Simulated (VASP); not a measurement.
# Al2H2Cl (P3m1) in VASP: a series of runs

The runs below take Al2H2Cl through single point, relaxation of cell and atoms, with PBE+D3(BJ).

All numbers are computed with VASP 6.6.1; they aren't measurements. Logs are shortened: lines on timing, memory, paths and dates and some standing lists are left out, and cuts for length are marked.

### 1 The cell of the first run

The structure is trigonal, space group P3m1 (No. 156). The conventional cell has a = 3.222 Å, b = 3.222 Å, c = 8.142 Å, α = 90.00°, β = 90.00°, γ = 120.00°. Within 3.3 Å of Al (site symmetry 3m) lie 3 Cl at 2.48 Å and 7 Al at 2.56 to 3.22 Å and 3 H at 3.08 Å. Within 2.1 Å of Al (site symmetry 3m) lie 4 H at 1.60 to 1.86 Å. Within 2.1 Å of H (site symmetry 3m) lie 1 Al at 1.60 Å. H (site symmetry 3m) has 3 Al at 1.86 Å within 2.5 Å. Cl (site symmetry 3m) has 3 Al at 2.48 Å and 3 H at 2.99 Å and 6 Cl at 3.22 Å within 3.3 Å.

### 2 Single point, PBE+D3(BJ)

Contents of INCAR:

```
PREC     = Accurate       # precision mode
ENCUT    = 520            # plane-wave cutoff, eV
EDIFF    = 1E-6           # SCF threshold, eV
ISMEAR   = 0              # smearing method
SIGMA    = 0.1            # smearing width, eV
LREAL    = False          # projectors in reciprocal space
LASPH    = True           # aspherical terms in the spheres
NELM     = 100            # most SCF steps
ALGO     = Normal         # electronic algorithm
ISIF     = 2              # what is computed and relaxed
LWAVE    = False          # write WAVECAR
LCHARG   = False          # write CHGCAR
GGA      = PE             # functional
IVDW     = 12             # dispersion correction
NBANDS   = 16             # bands
```

Contents of KPOINTS:

```
Automatic mesh
0
Gamma
  12 12 6
```

Contents of POSCAR:

```
Al2H2Cl
1.0
    3.2215899906      0.0000000000      0.0000000000
   -1.6107949953      2.7899787724      0.0000000000
    0.0000000000      0.0000000000      8.1420351355
Al H Cl
2 2 1
Direct
    0.0000000000      0.0000000000      0.4387265735
    0.0000000000      0.0000000000      0.7536292844
    0.0000000000      0.0000000000      0.9498493399
    0.3333333333      0.6666666667      0.7394797083
    0.3333333333      0.6666666667      0.2381305238
```

Potentials or basis: VASP PAW PBE potentials, release 64 (Al, H, Cl).

Command:

```
$ cat potpaw_PBE.64/Al/POTCAR potpaw_PBE.64/H/POTCAR potpaw_PBE.64/Cl/POTCAR > POTCAR
$ mpirun -np 1 vasp_std > vasp.out
```

OUTCAR:

```text
PREC = Accurate
   ENCUT = 520
   EDIFF = 1E-6
   ISMEAR = 0
   LREAL = False
   LASPH = True
   NELM = 100
   ISIF = 2
   GGA = PE
   IVDW = 12
 IVDW          = 12

 ion  position               nearest neighbor table
   1  0.000  0.000  0.439-   5 2.48   5 2.48   5 2.48   2 2.56
   2  0.000  0.000  0.754-   3 1.60   4 1.86   4 1.86   4 1.86   1 2.56
   3  0.000  0.000  0.950-   2 1.60
   4  0.333  0.667  0.739-   2 1.86   2 1.86   2 1.86
   5  0.333  0.667  0.238-   1 2.48   1 2.48   1 2.48

  LATTYP: Found a hexagonal cell.
 ALAT       =     3.2215899906
 C/A-ratio  =     2.5273343781

  Lattice vectors:

 A1 = (   3.2215899906,   0.0000000000,   0.0000000000)
 A2 = (  -1.6107949953,   2.7899787724,   0.0000000000)
 A3 = (   0.0000000000,   0.0000000000,   8.1420351355)

Analysis of symmetry for initial positions (statically):
=====================================================================
 Subroutine PRICEL returns:
 Original cell was already a primitive cell.

 Routine SETGRP: Setting up the symmetry group for a
 hexagonal supercell.

 Subroutine GETGRP returns: Found  6 space group operations
 (whereof  6 operations were pure point group operations)
 out of a pool of 24 trial point group operations.

The static configuration has the point symmetry C_3v.

Analysis of symmetry for dynamics (positions and initial velocities):
=====================================================================
 Subroutine PRICEL returns:
 Original cell was already a primitive cell.

 Routine SETGRP: Setting up the symmetry group for a
 hexagonal supercell.

 Subroutine GETGRP returns: Found  6 space group operations
 (whereof  6 operations were pure point group operations)
 out of a pool of 24 trial point group operations.

The dynamic configuration has the point symmetry C_3v.

 Subroutine INISYM returns: Found  6 space group operations
 (whereof  6 operations are pure point group operations),
 and found     1 'primitive' translations

----------------------------------------------------------------------------------------

                                     Primitive cell

  volume of cell :      73.1820

  direct lattice vectors                    reciprocal lattice vectors
     3.221589991  0.000000000  0.000000000     0.310405732  0.179212833  0.000000000
    -1.610794995  2.789978772  0.000000000     0.000000000  0.358425666  0.000000000
     0.000000000  0.000000000  8.142035136     0.000000000  0.000000000  0.122819416

  length of vectors
     3.221589991  3.221589991  8.142035136     0.358425666  0.358425666  0.122819416

  position of ions in fractional coordinates (direct lattice)
     0.000000000  0.000000000  0.438726573
     0.000000000  0.000000000  0.753629284
     0.000000000  0.000000000  0.949849340
     0.333333333  0.666666667  0.739479708
     0.333333333  0.666666667  0.238130524

  ion indices of the primitive-cell ions
   primitive index   ion index
                 1           1
                 2           2
                 3           3
                 4           4
                 5           5

----------------------------------------------------------------------------------------

 KPOINTS: Automatic mesh

Automatic generation of k-mesh.
 Grid dimensions read from file:
 generate k-points for:   12   12    6

 Generating k-lattice:

  Cartesian coordinates                     Fractional coordinates (reciprocal lattice)
     0.025867144  0.014934403  0.000000000     0.083333333 -0.000000000  0.000000000
     0.000000000  0.029868806  0.000000000     0.000000000  0.083333333  0.000000000
     0.000000000  0.000000000  0.020469903     0.000000000  0.000000000  0.166666667

  Length of vectors
     0.029868806  0.029868806  0.020469903

  Shift w.r.t. Gamma in fractional coordinates (k-lattice)
     0.000000000  0.000000000  0.000000000

 Subroutine IBZKPT returns following result:
 ===========================================

 Found    100 irreducible k-points:

 Following reciprocal coordinates:
            Coordinates               Weight
  0.000000  0.000000  0.000000      1.000000
  0.083333  0.000000  0.000000      6.000000
  0.166667  0.000000  0.000000      6.000000
  0.250000 -0.000000  0.000000      6.000000
  0.333333  0.000000  0.000000      6.000000
  0.416667  0.000000  0.000000      6.000000
[... 16 lines left out ...]
  0.166667  0.000000  0.166667      6.000000
  0.000000  0.166667  0.166667      6.000000
 [... further k-points ...]
   k-points           NKPTS =    100   k-points in BZ     NKDIM =    100   number of bands    NBANDS=     16
   number of dos      NEDOS =    301   number of ions     NIONS =      5
   total plane-waves  NPLWV =  36864
   dimension x,y,z NGX =    24 NGY =   24 NGZ =   64
   dimension x,y,z NGXF=    48 NGYF=   48 NGZF=  128
   ions per type =               2   2   1
   NGX,Y,Z   is equivalent  to a cutoff of  12.38, 12.38, 13.07 a.u.
   NGXF,Y,Z  is equivalent  to a cutoff of  24.77, 24.77, 26.14 a.u.
 SYSTEM =  unknown system
   PREC   = accura    normal or accurate (medium, high low for compatibility)
   ISTART =      0    job   : 0-new  1-cont  2-samecut
   ICHARG =      2    charge: 1-file 2-atom 10-const
   ISPIN  =      1    spin polarized calculation?
   LNONCOLLINEAR =      F non collinear calculations
   LSORBIT =      F    spin-orbit coupling
   LASPH  =      T    aspherical Exc in radial PAW
   ENCUT  =  520.0 eV  38.22 Ry    6.18 a.u.   5.99  5.99 15.14*2*pi/ulx,y,z
   NELM   =    100;   NELMIN=  2; NELMDL= -5     # of ELM steps
   EDIFF  = 0.1E-05   stopping-criterion for ELM
   LREAL  =      F    real-space projection
   EDIFFG = 0.1E-04   stopping-criterion for IOM
   NSW    =      0    number of steps for IOM
   IBRION =     -1    ionic relax: 0-MD 1-quasi-New 2-CG
   NFREE  =      0    steps in history (QN), initial steepest desc. (CG)
   ISIF   =      2    stress and relaxation
   ISYM   =      2    0-nonsym 1-usesym 2-fastsym
   POTIM  = 0.5000    time-step for ionic-motion
   TEBEG  =    0.0;   TEEND  =   0.0 temperature during run
   PSTRESS=    0.0 pullay stress
   NELECT =      15.0000    total number of electrons
   NUPDOWN=      -1.0000    fix difference up-down
   EMIN   =  10.00;   EMAX   =-10.00  energy-range for DOS
   EFERMI =   0.00;   METHOD = LEGACY
   ISMEAR =     0;   SIGMA  =   0.10  broadening in eV -4-tet -1-fermi 0-gaus
   EFERMI_NEDOS =   21; number of points for ismear=-14 and -15
   IALGO  =     38    algorithm
   IMIX   =      4    mixing-type and parameters
     AMIX     =   0.40;   BMIX     =  1.00
     AMIX_MAG =   1.60;   BMIX_MAG =  1.00
  volume/ion in A,a.u.               =      14.64        98.77
  Fermi-wavevector in a.u.,A,eV,Ry     =   0.965244  1.824047 12.676499  0.931696
  Thomas-Fermi vector in A             =   2.094944
   LORBIT       =      0    0 simple, 1 ext, 2 COOP (PROOUT), +10 PAW based schemes
   GGA     = PE    functional components
   LHFCALC =     F    Hartree Fock is set to
   AEXX    =    0.0000 exact exchange contribution
   IVDW    =    12    specifies the selected vdW correction
   LEPSILON=     F    determine dielectric tensor
   LRPA    =     F    only Hartree local field effects (RPA)
 non-spin polarized calculation
 Gauss-broadening in eV      SIGMA  =   0.10
  energy-cutoff  :      520.00
  volume of cell :       73.18
 maximum number of plane-waves:      2004
   NGX = 11   NGY = 11   NGZ = 31

 number of electron      14.9999995 magnetization

 Free energy of the ion-electron system (eV)
  ---------------------------------------------------
  ext. energy  EPLUGINS =         0.00000000
  ---------------------------------------------------
  free energy    TOTEN  =       -15.93242851 eV

  energy without entropy =      -15.92895051  energy(sigma->0) =      -15.93068951

 E-fermi :   4.8128     XC(G=0):  -8.9605

 val. band max:        4.7735590110   @ k =   0.3333   0.0833   0.5000
 cond. band min:       4.8161011914   @ k =   0.0000   0.3333   0.3333
 fundamental gap:      0.0425421804
 Fermi energy:         4.8127814195

 k-point     1 :       0.0000    0.0000    0.0000
  band No.  band energies     occupation
      1     -13.6975      2.00000
      2      -5.4584      2.00000
      3      -3.7030      2.00000
      4       0.4689      2.00000
      5       0.8708      2.00000
      6       0.8708      2.00000
[... 8 lines left out ...]
     15      13.7932      0.00000
     16      13.9771      0.00000

 k-point     2 :       0.0833    0.0000    0.0000
  band No.  band energies     occupation
      1     -13.6345      2.00000
      2      -5.3397      2.00000
      3      -3.6124      2.00000
      4       0.4114      2.00000
      5       0.5519      2.00000
      6       0.7920      2.00000
[... 8 lines left out ...]
     15      13.2763      0.00000
     16      13.8451      0.00000

 k-point     3 :       0.1667    0.0000    0.0000
  band No.  band energies     occupation
      1     -13.4550      2.00000
      2      -4.9880      2.00000
      3      -3.3547      2.00000
      4      -0.5230      2.00000
      5       0.5877      2.00000
      6       0.7381      2.00000
[... 8 lines left out ...]
     15      12.4657      0.00000
     16      13.4217      0.00000

 k-point     4 :       0.2500   -0.0000    0.0000
  band No.  band energies     occupation
      1     -13.1899      2.00000
      2      -4.4208      2.00000
      3      -2.9993      2.00000
      4      -1.5224      2.00000
      5       0.3306      2.00000
      6       1.0159      2.00000
[... 8 lines left out ...]
     15      12.1044      0.00000
     16      13.3211      0.00000

 k-point     5 :       0.3333    0.0000    0.0000
  band No.  band energies     occupation
      1     -12.8962      2.00000
      2      -3.7180      2.00000
      3      -2.9069      2.00000
      4      -1.9909      2.00000
      5       0.0945      2.00000
      6       1.2640      2.00000
[... 8 lines left out ...]
     15      11.5198      0.00000
     16      14.2472      0.00000

 k-point     6 :       0.4167    0.0000    0.0000
  band No.  band energies     occupation
      1     -12.6581      2.00000
      2      -3.6014      2.00000
      3      -2.6371      2.00000
      4      -1.7024      2.00000
      5      -0.0672      2.00000
      6       0.7542      2.00000
[... 8 lines left out ...]
     15      10.8021      0.00000
     16      14.0951      0.00000
[... 267 lines left out ...]
 k-point    21 :       0.0833    0.0000    0.1667
  band No.  band energies     occupation
      1     -13.6344      2.00000
      2      -5.3698      2.00000
      3      -3.5207      2.00000
      4       0.1232      2.00000
      5       0.5122      2.00000
      6       0.7920      2.00000
[... 8 lines left out ...]
     15      13.0663      0.00000
     16      13.9300      0.00000

 k-point    22 :       0.0000    0.0833    0.1667
  band No.  band energies     occupation
      1     -13.6344      2.00000
      2      -5.3698      2.00000
      3      -3.5208      2.00000
      4       0.1207      2.00000
      5       0.5168      2.00000
      6       0.7920      2.00000
[... 8 lines left out ...]
     15      13.3688      0.00000
     16      13.7360      0.00000

 k-point    23 :       0.1667    0.0000    0.1667
  band No.  band energies     occupation
      1     -13.4549      2.00000
      2      -5.0177      2.00000
      3      -3.2690      2.00000
      4      -0.5405      2.00000
      5       0.4756      2.00000
      6       0.5877      2.00000
[... 8 lines left out ...]
     15      12.3652      0.00000
     16      13.6513      0.00000

 k-point    24 :       0.0000    0.1667    0.1667
  band No.  band energies     occupation
      1     -13.4549      2.00000
      2      -5.0174      2.00000
      3      -3.2700      2.00000
      4      -0.5430      2.00000
      5       0.4885      2.00000
      6       0.5877      2.00000
[... 8 lines left out ...]
     15      12.7477      0.00000
     16      13.0654      0.00000

 [... further k-points ...]

------------------------ aborting loop because EDIFF is reached ----------------------------------------

 Edisp (eV)   -0.83358

 E8    (eV) :    -0.3212

  FORCE on cell =-STRESS in cart. coord.  units (eV):
  Direction    XX          YY          ZZ          XY          YZ          ZX
  --------------------------------------------------------------------------------------
  -------------------------------------------------------------------------------------
  Total      -0.06605    -0.06605    -0.04722     0.00000     0.00000     0.00000
  in kB      -1.44611    -1.44611    -1.03376     0.00000     0.00000     0.00000
  external pressure =       -1.31 kB  Pullay stress =        0.00 kB

 VOLUME and BASIS-vectors are now :
 -----------------------------------------------------------------------------
  energy-cutoff  :      520.00
  volume of cell :       73.18
      direct lattice vectors                 reciprocal lattice vectors
     3.221589991  0.000000000  0.000000000     0.310405732  0.179212833  0.000000000
    -1.610794995  2.789978772  0.000000000     0.000000000  0.358425666  0.000000000
     0.000000000  0.000000000  8.142035136     0.000000000  0.000000000  0.122819416

 POSITION                                       TOTAL-FORCE (eV/Angst)
 -----------------------------------------------------------------------------------
      0.00000      0.00000      3.57213        -0.000000     -0.000000      0.000068
      0.00000      0.00000      6.13608         0.000000      0.000000     -0.003677
      0.00000      0.00000      7.73371        -0.000000     -0.000000      0.003259
     -0.00000      1.85999      6.02087        -0.000000     -0.000000     -0.004531
     -0.00000      1.85999      1.93887        -0.000000     -0.000000      0.004881
 -----------------------------------------------------------------------------------
    total drift:                               -0.000000      0.000000      0.000066

  FREE ENERGIE OF THE ION-ELECTRON SYSTEM (eV)
  ---------------------------------------------------
  free  energy   TOTEN  =       -16.7660081138 eV

  energy  without entropy=      -16.7625301104  energy(sigma->0) =      -16.76426911
```

Wall time 62 s (1 thread of AMD EPYC 9R45 (Zen 5), shared host); peak memory 0.23 GiB.

What came out:

* Free energy: -16.7660 eV
* Pressure: -0.1 GPa
* Largest force: 0.005 eV/Å
* Dispersion energy per atom: -0.167 eV

Forces on the atoms (eV/Å):
```
Al   0.000  0.000  0.000
Al   0.000  0.000 -0.004
H    0.000  0.000  0.003
H    0.000  0.000 -0.005
Cl   0.000  0.000  0.005
```

Levels at points of the mesh, in eV from the Fermi level:
```csv
k point,band 4,band 5,band 6,band 7,band 8,band 9,band 10,band 11
"(0.00, 0.00, 0.00)",-4.34,-3.94,-3.94,-3.08,2.48,4.56,6.35,6.35
"(0.50, 0.00, 0.00)",-6.32,-4.94,-4.65,-3.19,-0.37,0.50,2.93,3.52
"(0.00, 0.00, 0.50)",-5.45,-3.94,-3.94,-1.81,1.80,4.64,6.36,6.36
"(0.50, 0.00, 0.50)",-6.13,-4.94,-4.82,-2.89,-0.54,0.19,2.77,3.31
```

Caveat: an odd number of electrons without spin polarisation forces a metal; a magnetic or distorted state may lie lower; pairwise dispersion overbinds metals, which lowers pressure and volume.

### 3 Relaxation of cell and atoms, PBE+D3(BJ)

This run uses another cell than the first one, of 14.71 Å³/atom, 1.005 times its volume.

Contents of INCAR:

```
SYSTEM = Al2H2Cl
PREC     = Accurate       ! precision mode
ENCUT    = 600            ! plane-wave cutoff, eV
EDIFF    = 1E-6           ! SCF threshold, eV
ISMEAR   = 0              ! smearing method
SIGMA    = 0.1            ! smearing width, eV
LREAL    = .FALSE.        ! projectors in reciprocal space
LASPH    = .TRUE.         ! aspherical terms in the spheres
NELM     = 100            ! most SCF steps
ALGO     = Normal         ! electronic algorithm
ISIF     = 3              ! what is computed and relaxed
LWAVE    = .FALSE.        ! write WAVECAR
LCHARG   = .FALSE.        ! write CHGCAR
GGA      = PE             ! functional
IVDW     = 12             ! dispersion correction
IBRION   = 2              ! ionic algorithm
NSW      = 100            ! ionic steps
EDIFFG   = -0.01          ! ionic threshold
```

Contents of KPOINTS:

```
regular mesh
0
G
  12 12 6
  0 0 0
```

Contents of POSCAR:

```
Al2H2Cl
1.0
    3.2384523721      0.0000000000      0.0000000000
   -1.6192261861      2.8045820232      0.0000000000
    0.0000000000      0.0000000000      8.0993323405
Al H Cl
2 2 1
Direct
    0.0000000000      0.0000000000      0.4388343523
    0.0000000000      0.0000000000      0.7513158427
    0.0000000000      0.0000000000      0.9483250491
    0.3333333333      0.6666666667      0.7421157799
    0.3333333333      0.6666666667      0.2392244059
```

Potentials or basis: VASP PAW PBE potentials, release 64 (Al, H, Cl).

Command:

```
$ cat potpaw_PBE.64/Al/POTCAR potpaw_PBE.64/H/POTCAR potpaw_PBE.64/Cl/POTCAR > POTCAR
$ mpirun -np 1 vasp_std > vasp.out
```

Run time: 5 min. Hardware: 1 thread of AMD EPYC 9R45 (Zen 5), shared host; peak memory 0.27 GiB.

It converged, with:

| Property | Result |
| --- | --- |
| Free energy | -16.7672 eV |
| Relaxed volume | 14.62 Å³/atom |
| Relaxed cell | a = 3.220 Å, b = 3.220 Å, c = 8.143 Å, α = 90.00°, β = 90.00°, γ = 120.00° |
| Space group after relaxing (to 0.05 Å) | P3m1 (No. 156) |
| Energy gained by relaxing | 0.7 meV/atom |
| Ionic steps | 10 |
| Pressure after relaxing | 0.0 GPa |
| Largest force after relaxing | 0.004 eV/Å |
| Dispersion energy per atom | -0.167 eV |

Forces on the atoms (eV/Å):
```
Al   0.000  0.000 -0.002
Al   0.000  0.000 -0.004
H    0.000  0.000  0.001
H    0.000  0.000  0.002
Cl   0.000  0.000  0.002
```

Step by step:
| step | energy change (eV) | largest force (eV/Å) | pressure (GPa) | volume (Å³) |
| --- | --- | --- | --- | --- |
| 1 | 0.0000 | 0.0917 | -0.01 | 73.56 |
| 2 | -0.0020 | 0.0652 | -0.12 | 73.55 |
| 3 | -0.0025 | 0.0532 | -0.22 | 73.54 |
| 4 | -0.0030 | 0.0399 | -0.05 | 73.28 |
| 5 | -0.0031 | 0.0554 | 0.01 | 73.20 |
| 6 | -0.0033 | 0.0309 | 0.02 | 73.09 |
| 7 | -0.0033 | 0.0308 | 0.02 | 73.09 |
| 8 | -0.0034 | 0.0229 | 0.03 | 73.05 |
| 9 | -0.0036 | 0.0180 | 0.08 | 72.98 |
| 10 | -0.0036 | 0.0041 | -0.02 | 73.10 |

Final structure:
```
Al H Cl
1.0
     3.21970    0.00000    0.00000
    -1.60985    2.78834    0.00000
     0.00000    0.00000    8.14255
Al H Cl
2 2 1
Cartesian
  1.6098 2.7883 3.5733
  1.6098 2.7883 6.1376
  3.2197 0.0000 7.7352
  0.0000 1.8589 6.0176
  0.0000 1.8589 1.9396
```

Levels at points of the mesh, in eV from the Fermi level:
```
           k point  band 4  band 5  band 6  band 7  band 8  band 9  band 10  band 11
(0.00, 0.00, 0.00)   -4.35   -3.93   -3.93   -3.08    2.49    4.57     6.36     6.36
(0.50, 0.00, 0.00)   -6.32   -4.93   -4.65   -3.19   -0.37    0.50     2.94     3.52
(0.00, 0.00, 0.50)   -5.45   -3.93   -3.93   -1.81    1.81    4.65     6.37     6.37
(0.50, 0.00, 0.50)   -6.13   -4.93   -4.82   -2.89   -0.54    0.19     2.78     3.31
```

Caveat: an odd number of electrons without spin polarisation forces a metal; a magnetic or distorted state may lie lower; pairwise dispersion overbinds metals, which lowers pressure and volume.
